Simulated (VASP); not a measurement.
# Si3N4 (I-43d) in VASP: relaxation of cell and atoms with r2SCAN

Aim: the relaxation of cell and atoms of Si3N4 with r2SCAN.

Program: VASP 6.6.1. These are calculated values, not measurements. Logs are shortened: lines on timing, memory, paths and dates and some standing lists are left out, and cuts for length are marked.

## 1. The cell of the first run

It takes space group I-43d (No. 220, cubic). Conventional cell: a = 6.488 Å, b = 6.488 Å, c = 6.488 Å, α = 90.00°, β = 90.00°, γ = 90.00°. Si (site symmetry -4) has 4 N at 1.76 Å within 2.3 Å. N (site symmetry 3) has 3 Si at 1.76 Å within 2.3 Å.

## 2. Relaxation of cell and atoms, r2SCAN

Input file POSCAR:

```
Si3N4
1.0
   -3.2441470000      3.2441470000      3.2441470000
    3.2441470000     -3.2441470000      3.2441470000
    3.2441470000      3.2441470000     -3.2441470000
Si N
6 8
Direct
    0.3750000000      0.2500000000      0.6250000000
    0.6250000000      0.3750000000      0.2500000000
    0.8750000000      0.1250000000      0.7500000000
    0.2500000000      0.6250000000      0.3750000000
    0.7500000000      0.8750000000      0.1250000000
    0.1250000000      0.7500000000      0.8750000000
    0.5000000000      0.0000000000      0.0627500000
    0.5627500000      0.5000000000      0.0000000000
    0.9372500000      0.9372500000      0.9372500000
    0.0000000000      0.5627500000      0.5000000000
    0.4372500000      0.4372500000      0.4372500000
    0.0000000000      0.0627500000      0.5000000000
    0.5000000000      0.0000000000      0.5627500000
    0.0627500000      0.5000000000      0.0000000000
```

Input file INCAR.step1:

```
PREC = Accurate
ENCUT = 600
ISMEAR = 0
SIGMA = 0.1
LREAL = False
LASPH = True
NELM = 80
GGA = PE
ALGO = Normal
EDIFF = 1E-4
LWAVE = True
LCHARG = False
```

Input file INCAR.step2:

```
PREC = Accurate
ENCUT = 600
EDIFF = 1E-7
ISMEAR = 0
SIGMA = 0.1
LREAL = False
LASPH = True
NELM = 80
ALGO = Normal
ISIF = 3
LWAVE = False
LCHARG = False
METAGGA = R2SCAN
LMIXTAU = True
IBRION = 2
NSW = 90
EDIFFG = -0.04
ISTART = 1
```

Input file KPOINTS:

```
Automatic mesh
0
Gamma
  4 4 4
```

Potentials or basis: VASP PAW PBE potentials, release 64 (Si, N).

The run is started by

```console
$ cat potpaw_PBE.64/Si/POTCAR potpaw_PBE.64/N/POTCAR > POTCAR
$ cp INCAR.step1 INCAR
$ mpirun -np 1 vasp_std > vasp.out
$ cp INCAR.step2 INCAR
$ mpirun -np 1 vasp_std > vasp.out
```

OUTCAR:

```text
PREC = Accurate
   ENCUT = 600
   EDIFF = 1E-7
   ISMEAR = 0
   LREAL = False
   LASPH = True
   NELM = 80
   ISIF = 3
   METAGGA = R2SCAN
   IBRION = 2
   NSW = 90
   EDIFFG = -0.04
   ISTART = 1

 ion  position               nearest neighbor table
   1  0.375  0.250  0.625-   8 1.76  11 1.76  13 1.76  12 1.76   2 3.03   3 3.03   4 3.03   5 3.03
                             2 3.03   3 3.03   5 3.03   4 3.03
   2  0.625  0.375  0.250-   7 1.76   8 1.76  10 1.76  11 1.76   4 3.03   4 3.03   1 3.03   5 3.03
                             1 3.03   6 3.03   5 3.03   6 3.03
   3  0.875  0.125  0.750-   9 1.76  12 1.76  13 1.76  14 1.76   6 3.03   6 3.03   5 3.03   1 3.03
                             1 3.03   5 3.03   4 3.03   4 3.03
   4  0.250  0.625  0.375-  10 1.76  11 1.76  13 1.76  14 1.76   1 3.03   2 3.03   2 3.03   3 3.03
                             3 3.03   6 3.03   1 3.03   6 3.03
   5  0.750  0.875  0.125-   7 1.76   9 1.76  12 1.76   8 1.76   3 3.03   2 3.03   6 3.03   3 3.03
                             2 3.03   1 3.03   1 3.03   6 3.03
   6  0.125  0.750  0.875-   7 1.76   9 1.76  10 1.76  14 1.76   5 3.03   3 3.03   3 3.03   2 3.03
                             2 3.03   4 3.03   4 3.03   5 3.03
   7  0.500  0.000  0.063-   2 1.76   5 1.76   6 1.76
   8  0.563  0.500  0.000-   1 1.76   2 1.76   5 1.76
   9  0.937  0.937  0.937-   3 1.76   5 1.76   6 1.76
  10  0.000  0.563  0.500-   2 1.76   4 1.76   6 1.76
  11  0.437  0.437  0.437-   1 1.76   2 1.76   4 1.76
  12  0.000  0.063  0.500-   3 1.76   5 1.76   1 1.76
  13  0.500  0.000  0.563-   1 1.76   3 1.76   4 1.76
  14  0.063  0.500  0.000-   3 1.76   4 1.76   6 1.76

  LATTYP: Found a body centered cubic cell.
 ALAT       =     6.4882940000

  Lattice vectors:

 A1 = (  -3.2441470000,   3.2441470000,   3.2441470000)
 A2 = (   3.2441470000,  -3.2441470000,   3.2441470000)
 A3 = (   3.2441470000,   3.2441470000,  -3.2441470000)

Analysis of symmetry for initial positions (statically):
=====================================================================
 Subroutine PRICEL returns:
 Original cell was already a primitive cell.

 Routine SETGRP: Setting up the symmetry group for a
 body centered cubic supercell.

 Subroutine GETGRP returns: Found 24 space group operations
 (whereof  3 operations were pure point group operations)
 out of a pool of 48 trial point group operations.

The static configuration has the point symmetry C_3 .
 The point group associated with its full space group is T_d .

Analysis of symmetry for dynamics (positions and initial velocities):
=====================================================================
 Subroutine PRICEL returns:
 Original cell was already a primitive cell.

 Routine SETGRP: Setting up the symmetry group for a
 body centered cubic supercell.

 Subroutine GETGRP returns: Found 24 space group operations
 (whereof  3 operations were pure point group operations)
 out of a pool of 48 trial point group operations.

The dynamic configuration has the point symmetry C_3 .
 The point group associated with its full space group is T_d .

 Subroutine INISYM returns: Found 24 space group operations
 (whereof  3 operations are pure point group operations),
 and found     1 'primitive' translations

----------------------------------------------------------------------------------------

                                     Primitive cell

  volume of cell :     136.5720

  direct lattice vectors                    reciprocal lattice vectors
    -3.244147000  3.244147000  3.244147000     0.000000000  0.154123719  0.154123719
     3.244147000 -3.244147000  3.244147000     0.154123719  0.000000000  0.154123719
     3.244147000  3.244147000 -3.244147000     0.154123719  0.154123719  0.000000000

  length of vectors
     5.619027431  5.619027431  5.619027431     0.217963853  0.217963853  0.217963853

  position of ions in fractional coordinates (direct lattice)
     0.375000000  0.250000000  0.625000000
     0.625000000  0.375000000  0.250000000
     0.875000000  0.125000000  0.750000000
     0.250000000  0.625000000  0.375000000
     0.750000000  0.875000000  0.125000000
     0.125000000  0.750000000  0.875000000
     0.500000000  0.000000000  0.062750000
     0.562750000  0.500000000  0.000000000
     0.937250000  0.937250000  0.937250000
     0.000000000  0.562750000  0.500000000
     0.437250000  0.437250000  0.437250000
     0.000000000  0.062750000  0.500000000
     0.500000000  0.000000000  0.562750000
     0.062750000  0.500000000  0.000000000

  ion indices of the primitive-cell ions
   primitive index   ion index
                 1           1
                 2           2
                 3           3
                 4           4
                 5           5
                 6           6
                 7           7
                 8           8
                 9           9
                10          10
                11          11
                12          12
                13          13
                14          14

----------------------------------------------------------------------------------------

 KPOINTS: Automatic mesh

Automatic generation of k-mesh.
 Grid dimensions read from file:
 generate k-points for:    4    4    4

 Generating k-lattice:

  Cartesian coordinates                     Fractional coordinates (reciprocal lattice)
     0.000000000  0.038530930  0.038530930     0.250000000  0.000000000  0.000000000
     0.038530930  0.000000000  0.038530930     0.000000000  0.250000000  0.000000000
     0.038530930  0.038530930  0.000000000     0.000000000  0.000000000  0.250000000

  Length of vectors
     0.054490963  0.054490963  0.054490963

  Shift w.r.t. Gamma in fractional coordinates (k-lattice)
     0.000000000  0.000000000  0.000000000

 Subroutine IBZKPT returns following result:
 ===========================================

 Found      8 irreducible k-points:

 Following reciprocal coordinates:
            Coordinates               Weight
  0.000000  0.000000  0.000000      1.000000
  0.250000  0.000000  0.000000     12.000000
  0.500000  0.000000  0.000000      6.000000
  0.250000  0.250000  0.000000     24.000000
  0.250000  0.250000  0.250000      2.000000
 -0.250000  0.250000  0.250000      6.000000
  0.500000  0.500000  0.250000     12.000000
  0.500000  0.500000  0.500000      1.000000
   k-points           NKPTS =      8   k-points in BZ     NKDIM =      8   number of bands    NBANDS=     40
   number of dos      NEDOS =    301   number of ions     NIONS =     14
   total plane-waves  NPLWV = 110592
   dimension x,y,z NGX =    48 NGY =   48 NGZ =   48
   dimension x,y,z NGXF=    96 NGYF=   96 NGZF=   96
   ions per type =               6   8
   NGX,Y,Z   is equivalent  to a cutoff of  14.20, 14.20, 14.20 a.u.
   NGXF,Y,Z  is equivalent  to a cutoff of  28.40, 28.40, 28.40 a.u.
 SYSTEM =  unknown system
   PREC   = accura    normal or accurate (medium, high low for compatibility)
   ISTART =      1    job   : 0-new  1-cont  2-samecut
   ICHARG =      0    charge: 1-file 2-atom 10-const
   ISPIN  =      1    spin polarized calculation?
   LNONCOLLINEAR =      F non collinear calculations
   LSORBIT =      F    spin-orbit coupling
   LASPH  =      T    aspherical Exc in radial PAW
   ENCUT  =  600.0 eV  44.10 Ry    6.64 a.u.  11.22 11.22 11.22*2*pi/ulx,y,z
   NELM   =     80;   NELMIN=  2; NELMDL=  0     # of ELM steps
   EDIFF  = 0.1E-06   stopping-criterion for ELM
   LREAL  =      F    real-space projection
   EDIFFG = -.4E-01   stopping-criterion for IOM
   NSW    =     90    number of steps for IOM
   IBRION =      2    ionic relax: 0-MD 1-quasi-New 2-CG
   NFREE  =      1    steps in history (QN), initial steepest desc. (CG)
   ISIF   =      3    stress and relaxation
   ISYM   =      2    0-nonsym 1-usesym 2-fastsym
   POTIM  = 0.5000    time-step for ionic-motion
   TEBEG  =    0.0;   TEEND  =   0.0 temperature during run
   PSTRESS=    0.0 pullay stress
   NELECT =      64.0000    total number of electrons
   NUPDOWN=      -1.0000    fix difference up-down
   EMIN   =  10.00;   EMAX   =-10.00  energy-range for DOS
   EFERMI =   0.00;   METHOD = LEGACY
   ISMEAR =     0;   SIGMA  =   0.10  broadening in eV -4-tet -1-fermi 0-gaus
   EFERMI_NEDOS =   21; number of points for ismear=-14 and -15
   IALGO  =     38    algorithm
   IMIX   =      4    mixing-type and parameters
     AMIX     =   0.40;   BMIX     =  1.00
     AMIX_MAG =   1.60;   BMIX_MAG =  1.00
  volume/ion in A,a.u.               =       9.76        65.83
  Fermi-wavevector in a.u.,A,eV,Ry     =   1.271592  2.402960 21.999873  1.616945
  Thomas-Fermi vector in A             =   2.404516
   LORBIT       =      0    0 simple, 1 ext, 2 COOP (PROOUT), +10 PAW based schemes
   METAGGA = R2SCAN    functional components
   LHFCALC =     F    Hartree Fock is set to
   AEXX    =    0.0000 exact exchange contribution
   IVDW    =     0    specifies the selected vdW correction
   LEPSILON=     F    determine dielectric tensor
   LRPA    =     F    only Hartree local field effects (RPA)
 conjugate gradient relaxation of ions
 non-spin polarized calculation
 Gauss-broadening in eV      SIGMA  =   0.10
  energy-cutoff  :      600.00
  volume of cell :      136.57
 maximum number of plane-waves:      4562
 NGX is ok and might be reduce to    48
   NGX = 23   NGY = 23   NGZ = 23

--------------------------------------- Ionic step        1  -------------------------------------------

 number of electron      63.9999989 magnetization

 Free energy of the ion-electron system (eV)
  ---------------------------------------------------
  ext. energy  EPLUGINS =         0.00000000
  ---------------------------------------------------
  free energy    TOTEN  =      -142.72172849 eV

  energy without entropy =     -142.72172849  energy(sigma->0) =     -142.72172849

------------------------ aborting loop because EDIFF is reached ----------------------------------------

  FORCE on cell =-STRESS in cart. coord.  units (eV):
  Direction    XX          YY          ZZ          XY          YZ          ZX
  --------------------------------------------------------------------------------------
  -------------------------------------------------------------------------------------
  Total       -4.9133846     -4.9133846     -4.9133846      0.0000000     -0.0000000      0.0000000
  in kB      -57.6407700    -57.6407700    -57.6407700      0.0000000     -0.0000000      0.0000000
  external PRESSURE =     -57.6407700 kB  Pullay stress =       0.0000000 kB
[... 81 lines left out ...]
  energy  without entropy=     -142.6620458874  energy(sigma->0) =     -142.66204589

--------------------------------------- Ionic step        3  -------------------------------------------

 number of electron      63.9999996 magnetization

 Free energy of the ion-electron system (eV)
  ---------------------------------------------------
  ext. energy  EPLUGINS =         0.00000000
  ---------------------------------------------------
  free energy    TOTEN  =      -142.77368202 eV

  energy without entropy =     -142.77368202  energy(sigma->0) =     -142.77368202

 E-fermi :   8.0828     XC(G=0): -12.0026

 val. band max:        7.6152661489   @ k =   0.5000   0.0000   0.0000
 cond. band min:      12.3768527206   @ k =  -0.2500   0.2500   0.2500
 fundamental gap:      4.7615865717
 Fermi energy:         8.0827922940

 k-point     1 :       0.0000    0.0000    0.0000
  band No.  band energies     occupation
      1     -11.5331      2.00000
      2      -8.5963      2.00000
      3      -8.5963      2.00000
      4      -8.5963      2.00000
      5      -8.1054      2.00000
      6      -8.1054      2.00000
[... 374 lines left out ...]
  FREE ENERGIE OF THE ION-ELECTRON SYSTEM (eV)
  ---------------------------------------------------
  free  energy   TOTEN  =      -142.7736820155 eV

  energy  without entropy=     -142.7736820155  energy(sigma->0) =     -142.77368202

 reached required accuracy - stopping structural energy minimisation
```

Wall time 5.6 min (1 thread of Intel Xeon 6975P-C (Granite Rapids), shared host); peak memory 0.37 GiB.

Results:

```yaml
Free_energy: -142.7737 eV
Relaxed_volume: 9.55 Å³/atom
Relaxed_cell: a = 5.580 Å, b = 5.580 Å, c = 5.580 Å, α = 109.47°, β = 109.47°, γ = 109.47°
Space_group_after_relaxing_to_0.1_Å: I-43d (No. 220)
Energy_gained_by_relaxing: 3.7 meV/atom
Ionic_steps: 3
Pressure_after_relaxing: -0.1 GPa
Largest_force_after_relaxing: 0.011 eV/Å
Band_gap_on_the_k_mesh: 4.76 eV (least direct gap 4.96 eV)
```

Forces in eV/Å, atoms in the order of the input:
```
Si   0.000  0.000  0.000
Si   0.000  0.000  0.000
Si   0.000  0.000  0.000
Si   0.000  0.000  0.000
Si   0.000  0.000  0.000
Si   0.000  0.000  0.000
N   -0.006 -0.006  0.006
N    0.006 -0.006 -0.006
N    0.006  0.006  0.006
N   -0.006  0.006 -0.006
N    0.006  0.006  0.006
N   -0.006  0.006 -0.006
N   -0.006 -0.006  0.006
N    0.006 -0.006 -0.006
```

Step by step:
| step | energy change (eV) | largest force (eV/Å) | pressure (GPa) | volume (Å³) |
| --- | --- | --- | --- | --- |
| 1 | 0.0000 | 0.0459 | -5.76 | 136.57 |
| 2 | 0.0597 | 0.1004 | 9.16 | 129.75 |
| 3 | -0.0520 | 0.0111 | -0.07 | 133.76 |

Final structure:
```cif
data_structure
_symmetry_space_group_name_H-M 'P 1'
_symmetry_Int_Tables_number 1
_cell_length_a 5.5802
_cell_length_b 5.5802
_cell_length_c 5.5802
_cell_angle_alpha 109.471
_cell_angle_beta 109.471
_cell_angle_gamma 109.471
_cell_volume 133.76
loop_
_atom_site_label
_atom_site_type_symbol
_atom_site_fract_x
_atom_site_fract_y
_atom_site_fract_z
_atom_site_occupancy
Si1 Si 0.37500 0.25000 0.62500 1
Si2 Si 0.62500 0.37500 0.25000 1
Si3 Si 0.87500 0.12500 0.75000 1
Si4 Si 0.25000 0.62500 0.37500 1
Si5 Si 0.75000 0.87500 0.12500 1
Si6 Si 0.12500 0.75000 0.87500 1
N1 N 0.50000 0.00000 0.06291 1
N2 N 0.56291 0.50000 0.00000 1
N3 N 0.93709 0.93709 0.93709 1
N4 N 0.00000 0.56291 0.50000 1
N5 N 0.43709 0.43709 0.43709 1
N6 N 0.00000 0.06291 0.50000 1
N7 N 0.50000 0.00000 0.56291 1
N8 N 0.06291 0.50000 0.00000 1
```

Levels at points of the mesh, in eV from the valence-band top:
```tsv
k point	band 30	band 31	band 32	band 33	band 34	band 35
(0.00, 0.00, 0.00)	-0.14	-0.14	-0.07	5.30	5.30	5.42
(0.50, 0.00, 0.00)	-1.30	0.00	0.00	5.65	5.65	6.77
(0.50, 0.50, 0.50)	-1.96	-1.24	-1.24	6.12	6.12	6.12
```

Caveat: the PAW data sets were made with another functional, which shifts forces and pressure a little. A k mesh can miss the band edges.
